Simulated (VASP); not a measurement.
# ScAl2N3 (P4/mmm) in VASP: single point with PBE

Aim: the single point of ScAl2N3 with PBE.

All numbers are computed with VASP 6.6.1; they aren't measurements. Logs are shortened: lines on timing, memory, paths and dates and some standing lists are left out, and cuts for length are marked.

## Step 1: The cell of the first run

It takes space group P4/mmm (No. 123, tetragonal). Conventional cell: a = 4.022 Å, b = 4.022 Å, c = 4.824 Å, α = 90.00°, β = 90.00°, γ = 90.00°. Within 2.7 Å of Sc (site symmetry 4/mmm) lie 6 N at 2.01 to 2.41 Å. Within 3.1 Å of Al (site symmetry 4mm) lie 8 N at 2.34 to 3.09 Å and 2 Al at 2.41 Å and 4 Sc at 3.09 Å. Within 2.7 Å of N (site symmetry mmm) lie 2 Sc at 2.01 Å and 4 Al at 2.34 Å. Within 3.2 Å of N (site symmetry 4/mmm) lie 2 Sc at 2.41 Å and 8 Al at 3.09 Å and 8 N at 3.14 Å.

## Step 2: Single point, PBE

Input file INCAR:

```
SYSTEM = ScAl2N3
PREC = Accurate
ENCUT = 600
EDIFF = 1E-6
ISMEAR = 0
SIGMA = 0.15
LREAL = .False.
LASPH = .True.
NELM = 120
ALGO = Normal
ISIF = 2
LWAVE = .False.
LCHARG = .False.
GGA = PE
NBANDS = 25
GGA_COMPAT = .False.
```

Input file KPOINTS:

```
Automatic mesh
0
Gamma
  3 3 2
  0 0 0
```

Input file POSCAR:

```
ScAl2N3
1.0
    4.0216567947      0.0000000000      0.0000000000
    0.0000000000      4.0216567947      0.0000000000
    0.0000000000      0.0000000000      4.8237409333
Sc Al N
1 2 3
Direct
    0.0000000000      0.0000000000      0.0000000000
    0.5000000000      0.5000000000      0.2500403939
    0.5000000000      0.5000000000      0.7499596061
    0.0000000000      0.5000000000      0.0000000000
    0.5000000000      0.0000000000      0.0000000000
    0.0000000000      0.0000000000      0.5000000000
```

Potentials or basis: VASP PAW PBE potentials, release 64 (Sc_sv, Al, N).

The run is started by

```bash
> cat potpaw_PBE.64/Sc_sv/POTCAR potpaw_PBE.64/Al/POTCAR potpaw_PBE.64/N/POTCAR > POTCAR
> mpirun -np 1 vasp_std > vasp.out
```

OUTCAR:

```text
SYSTEM = ScAl2N3
   PREC = Accurate
   ENCUT = 600
   EDIFF = 1E-6
   ISMEAR = 0
   LREAL = .False.
   LASPH = .True.
   NELM = 120
   ISIF = 2
   GGA = PE

 ion  position               nearest neighbor table
   1  0.000  0.000  0.000-   4 2.01   5 2.01   4 2.01   5 2.01   6 2.41   6 2.41   2 3.09   3 3.09
                             2 3.09   2 3.09   3 3.09   3 3.09   2 3.09   3 3.09
   2  0.500  0.500  0.250-   4 2.34   5 2.34   5 2.34   4 2.34   3 2.41   3 2.41   1 3.09   1 3.09
                             1 3.09   1 3.09
   3  0.500  0.500  0.750-   4 2.34   5 2.34   5 2.34   4 2.34   2 2.41   2 2.41   1 3.09   1 3.09
                             1 3.09   1 3.09
   4  0.000  0.500  0.000-   1 2.01   1 2.01   3 2.34   2 2.34   2 2.34   3 2.34
   5  0.500  0.000  0.000-   1 2.01   1 2.01   3 2.34   2 2.34   3 2.34   2 2.34
   6  0.000  0.000  0.500-   1 2.41   1 2.41

  LATTYP: Found a simple tetragonal cell.
 ALAT       =     4.0216567947
 C/A-ratio  =     1.1994412203

  Lattice vectors:

 A1 = (   4.0216567947,   0.0000000000,   0.0000000000)
 A2 = (   0.0000000000,   4.0216567947,   0.0000000000)
 A3 = (   0.0000000000,   0.0000000000,   4.8237409333)

Analysis of symmetry for initial positions (statically):
=====================================================================
 Subroutine PRICEL returns:
 Original cell was already a primitive cell.

 Routine SETGRP: Setting up the symmetry group for a
 simple tetragonal supercell.

 Subroutine GETGRP returns: Found 16 space group operations
 (whereof 16 operations were pure point group operations)
 out of a pool of 16 trial point group operations.

The static configuration has the point symmetry D_4h.

Analysis of symmetry for dynamics (positions and initial velocities):
=====================================================================
 Subroutine PRICEL returns:
 Original cell was already a primitive cell.

 Routine SETGRP: Setting up the symmetry group for a
 simple tetragonal supercell.

 Subroutine GETGRP returns: Found 16 space group operations
 (whereof 16 operations were pure point group operations)
 out of a pool of 16 trial point group operations.

The dynamic configuration has the point symmetry D_4h.

 Subroutine INISYM returns: Found 16 space group operations
 (whereof 16 operations are pure point group operations),
 and found     1 'primitive' translations

----------------------------------------------------------------------------------------

                                     Primitive cell

  volume of cell :      78.0179

  direct lattice vectors                    reciprocal lattice vectors
     4.021656795  0.000000000  0.000000000     0.248653739  0.000000000  0.000000000
     0.000000000  4.021656795  0.000000000     0.000000000  0.248653739  0.000000000
     0.000000000  0.000000000  4.823740933     0.000000000  0.000000000  0.207307982

  length of vectors
     4.021656795  4.021656795  4.823740933     0.248653739  0.248653739  0.207307982

  position of ions in fractional coordinates (direct lattice)
     0.000000000  0.000000000  0.000000000
     0.500000000  0.500000000  0.250040394
     0.500000000  0.500000000  0.749959606
     0.000000000  0.500000000  0.000000000
     0.500000000  0.000000000  0.000000000
     0.000000000  0.000000000  0.500000000

  ion indices of the primitive-cell ions
   primitive index   ion index
                 1           1
                 2           2
                 3           3
                 4           4
                 5           5
                 6           6

----------------------------------------------------------------------------------------

 KPOINTS: Automatic mesh

Automatic generation of k-mesh.
 Grid dimensions read from file:
 generate k-points for:    3    3    2

 Generating k-lattice:

  Cartesian coordinates                     Fractional coordinates (reciprocal lattice)
     0.082884580  0.000000000  0.000000000     0.333333333  0.000000000  0.000000000
     0.000000000  0.082884580  0.000000000     0.000000000  0.333333333  0.000000000
     0.000000000  0.000000000  0.103653991     0.000000000  0.000000000  0.500000000

  Length of vectors
     0.082884580  0.082884580  0.103653991

  Shift w.r.t. Gamma in fractional coordinates (k-lattice)
     0.000000000  0.000000000  0.000000000

 Subroutine IBZKPT returns following result:
 ===========================================

 Found      6 irreducible k-points:

 Following reciprocal coordinates:
            Coordinates               Weight
  0.000000  0.000000  0.000000      1.000000
  0.333333  0.000000  0.000000      4.000000
  0.333333  0.333333  0.000000      4.000000
  0.000000  0.000000  0.500000      1.000000
  0.333333  0.000000  0.500000      4.000000
  0.333333  0.333333  0.500000      4.000000
   k-points           NKPTS =      6   k-points in BZ     NKDIM =      6   number of bands    NBANDS=     25
   number of dos      NEDOS =    301   number of ions     NIONS =      6
   total plane-waves  NPLWV =  40960
   dimension x,y,z NGX =    32 NGY =   32 NGZ =   40
   dimension x,y,z NGXF=    64 NGYF=   64 NGZF=   80
   ions per type =               1   2   3
   NGX,Y,Z   is equivalent  to a cutoff of  13.23, 13.23, 13.79 a.u.
   NGXF,Y,Z  is equivalent  to a cutoff of  26.46, 26.46, 27.57 a.u.
 SYSTEM =  ScAl2N3
   PREC   = accura    normal or accurate (medium, high low for compatibility)
   ISTART =      0    job   : 0-new  1-cont  2-samecut
   ICHARG =      2    charge: 1-file 2-atom 10-const
   ISPIN  =      1    spin polarized calculation?
   LNONCOLLINEAR =      F non collinear calculations
   LSORBIT =      F    spin-orbit coupling
   LASPH  =      T    aspherical Exc in radial PAW
   ENCUT  =  600.0 eV  44.10 Ry    6.64 a.u.   8.03  8.03  9.63*2*pi/ulx,y,z
   NELM   =    120;   NELMIN=  2; NELMDL= -5     # of ELM steps
   EDIFF  = 0.1E-05   stopping-criterion for ELM
   LREAL  =      F    real-space projection
   EDIFFG = 0.1E-04   stopping-criterion for IOM
   NSW    =      0    number of steps for IOM
   IBRION =     -1    ionic relax: 0-MD 1-quasi-New 2-CG
   NFREE  =      0    steps in history (QN), initial steepest desc. (CG)
   ISIF   =      2    stress and relaxation
   ISYM   =      2    0-nonsym 1-usesym 2-fastsym
   POTIM  = 0.5000    time-step for ionic-motion
   TEBEG  =    0.0;   TEEND  =   0.0 temperature during run
   PSTRESS=    0.0 pullay stress
   NELECT =      32.0000    total number of electrons
   NUPDOWN=      -1.0000    fix difference up-down
   EMIN   =  10.00;   EMAX   =-10.00  energy-range for DOS
   EFERMI =   0.00;   METHOD = LEGACY
   ISMEAR =     0;   SIGMA  =   0.15  broadening in eV -4-tet -1-fermi 0-gaus
   EFERMI_NEDOS =   21; number of points for ismear=-14 and -15
   IALGO  =     38    algorithm
   IMIX   =      4    mixing-type and parameters
     AMIX     =   0.40;   BMIX     =  1.00
     AMIX_MAG =   1.60;   BMIX_MAG =  1.00
  volume/ion in A,a.u.               =      13.00        87.75
  Fermi-wavevector in a.u.,A,eV,Ry     =   1.216354  2.298577 20.130068  1.479518
  Thomas-Fermi vector in A             =   2.351711
   LORBIT       =      0    0 simple, 1 ext, 2 COOP (PROOUT), +10 PAW based schemes
   GGA     = PE    functional components
   LHFCALC =     F    Hartree Fock is set to
   AEXX    =    0.0000 exact exchange contribution
   IVDW    =     0    specifies the selected vdW correction
   LEPSILON=     F    determine dielectric tensor
   LRPA    =     F    only Hartree local field effects (RPA)
 non-spin polarized calculation
 Gauss-broadening in eV      SIGMA  =   0.15
  energy-cutoff  :      600.00
  volume of cell :       78.02
 maximum number of plane-waves:      2616
   NGX = 17   NGY = 17   NGZ = 19

 number of electron      32.0000007 magnetization

 Free energy of the ion-electron system (eV)
  ---------------------------------------------------
  ext. energy  EPLUGINS =         0.00000000
  ---------------------------------------------------
  free energy    TOTEN  =       -36.96325069 eV

  energy without entropy =      -36.87546328  energy(sigma->0) =      -36.91935699

 E-fermi :   4.9486     XC(G=0): -10.5289

 val. band max:        4.9324428489   @ k =   0.3333   0.3333   0.5000
 cond. band min:       5.0221877085   @ k =   0.3333   0.0000   0.0000
 fundamental gap:      0.0897448596
 Fermi energy:         4.9485850787

 k-point     1 :       0.0000    0.0000    0.0000
  band No.  band energies     occupation
      1     -42.4415      2.00000
      2     -21.3372      2.00000
      3     -21.3372      2.00000
      4     -21.1085      2.00000
      5     -10.0113      2.00000
      6      -8.0885      2.00000
[... 17 lines left out ...]
     24      11.3727      0.00000
     25      11.3749      0.00000

 k-point     2 :       0.3333    0.0000    0.0000
  band No.  band energies     occupation
      1     -42.4393      2.00000
      2     -21.4423      2.00000
      3     -21.3313      2.00000
      4     -21.1032      2.00000
      5      -9.2788      2.00000
      6      -8.0867      2.00000
[... 17 lines left out ...]
     24      10.5382      0.00000
     25      10.6493      0.00000

 k-point     3 :       0.3333    0.3333    0.0000
  band No.  band energies     occupation
      1     -42.4372      2.00000
      2     -21.4349      2.00000
      3     -21.4325      2.00000
      4     -21.0981      2.00000
      5      -8.5183      2.00000
      6      -7.8692      2.00000
[... 17 lines left out ...]
     24      10.7782      0.00000
     25      11.6709      0.00000

 k-point     4 :       0.0000    0.0000    0.5000
  band No.  band energies     occupation
      1     -42.4414      2.00000
      2     -21.3367      2.00000
      3     -21.3367      2.00000
      4     -21.1215      2.00000
      5      -9.8808      2.00000
      6      -8.0782      2.00000
[... 17 lines left out ...]
     24      11.1526      0.00000
     25      11.7969      0.00000

 k-point     5 :       0.3333    0.0000    0.5000
  band No.  band energies     occupation
      1     -42.4392      2.00000
      2     -21.4415      2.00000
      3     -21.3308      2.00000
      4     -21.1158      2.00000
      5      -9.1680      2.00000
      6      -8.0544      2.00000
[... 17 lines left out ...]
     24      10.9460      0.00000
     25      11.9152      0.00000

 k-point     6 :       0.3333    0.3333    0.5000
  band No.  band energies     occupation
      1     -42.4371      2.00000
      2     -21.4343      2.00000
      3     -21.4319      2.00000
      4     -21.1104      2.00000
      5      -8.4236      2.00000
      6      -7.8456      2.00000
[... 17 lines left out ...]
     24      11.4845      0.00000
     25      12.0219      0.00000

------------------------ aborting loop because EDIFF is reached ----------------------------------------

  FORCE on cell =-STRESS in cart. coord.  units (eV):
  Direction    XX          YY          ZZ          XY          YZ          ZX
  --------------------------------------------------------------------------------------
  -------------------------------------------------------------------------------------
  Total        0.3432675      0.3432675     -0.0039041      0.0000000      0.0000000      0.0000000
  in kB        7.0493539      7.0493539     -0.0801746      0.0000000      0.0000000      0.0000000
  external PRESSURE =       4.6728444 kB  Pullay stress =       0.0000000 kB

 VOLUME and BASIS-vectors are now :
 -----------------------------------------------------------------------------
  energy-cutoff  :      600.00
  volume of cell :       78.02
      direct lattice vectors                 reciprocal lattice vectors
     4.021656795  0.000000000  0.000000000     0.248653739  0.000000000  0.000000000
     0.000000000  4.021656795  0.000000000     0.000000000  0.248653739  0.000000000
     0.000000000  0.000000000  4.823740933     0.000000000  0.000000000  0.207307982

 POSITION                                       TOTAL-FORCE (eV/Angst)
 -----------------------------------------------------------------------------------
      0.00000      0.00000      0.00000         0.000000     -0.000000      0.000000
      2.01083      2.01083      1.20613         0.000000      0.000000      0.012881
      2.01083      2.01083      3.61761         0.000000     -0.000000     -0.012881
      0.00000      2.01083      0.00000         0.000000     -0.000000      0.000000
      2.01083      0.00000      0.00000         0.000000     -0.000000      0.000000
      0.00000      0.00000      2.41187         0.000000     -0.000000      0.000000
 -----------------------------------------------------------------------------------
    total drift:                                0.000000      0.000000     -0.000000

  FREE ENERGIE OF THE ION-ELECTRON SYSTEM (eV)
  ---------------------------------------------------
  free  energy   TOTEN  =       -36.9632506916 eV

  energy  without entropy=      -36.8754632846  energy(sigma->0) =      -36.91935699
```

Wall time 11 s (1 thread of AMD EPYC 9R45 (Zen 5), shared host); peak memory 0.16 GiB.

Results:

| Item | Value |
| --- | --- |
| Free energy | -36.9633 eV |
| Pressure | 0.5 GPa |
| Largest force | 0.013 eV/Å |
| Band gap on the k mesh | zero (band 16 reaches 5.12 eV, above the bottom of band 17 at 4.78 eV) |

Forces in eV/Å, atoms in the order of the input:
```
Sc   0.000  0.000  0.000
Al   0.000  0.000  0.013
Al   0.000  0.000 -0.013
N    0.000  0.000  0.000
N    0.000  0.000  0.000
N    0.000  0.000  0.000
```

Levels at points of the mesh, in eV from the Fermi level:
| k point | band 13 | band 14 | band 15 | band 16 | band 17 | band 18 | band 19 | band 20 |
| --- | --- | --- | --- | --- | --- | --- | --- | --- |
| (0.00, 0.00, 0.00) | -0.74 | -0.74 | 0.08 | 0.17 | 0.17 | 0.51 | 2.81 | 2.83 |
| (0.00, 0.00, 0.50) | -1.31 | -1.31 | -0.65 | -0.48 | -0.04 | -0.04 | 2.86 | 3.88 |

Caveat: the k points lie up to 0.65 Å⁻¹ apart.
